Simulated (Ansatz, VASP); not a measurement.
One calculation of Nb, two programs

```
CELL_PARAMETERS angstrom
2.35330 0.00000 0.00000
-1.17665 2.03802 0.00000
0.00000 0.00000 4.04529
ATOMIC_POSITIONS crystal
Nb 0.33333 0.66667 0.25000
Nb 0.66667 0.33333 0.75000
```

Change from the starting cell: volume scaled by 0.55, PAW files.

Alike in both runs: task single point; functional LDA; k mesh 15 × 15 × 8; occupations fermi-dirac, width 0.05 eV; no spin polarisation.

```csv
,VASP,Ansatz
version,VASP 6.6.1,Ansatz 0.2.0
potentials or method,"VASP PAW LDA potentials, release 64 (Nb_sv)","PAW with Ansatz's default frozen-core files, scalar-relativistic"
plane-wave cutoff (eV),520,420
valence electrons in the cell,26,26
```

```tsv
	VASP	Ansatz	Ansatz less VASP
pressure (GPa)	316.2	313.3	-2.86
traceless stress, the component that is largest in VASP (GPa)	-0.48	-0.32	+0.156
```

LDA's correlation is that of Perdew and Zunger in VASP and of Perdew and Wang (1992) in Ansatz. Both programs put the cell under a high pressure, so it lies far from rest at this level.

Noted on VASP's run: the cell as given lies far from equilibrium.
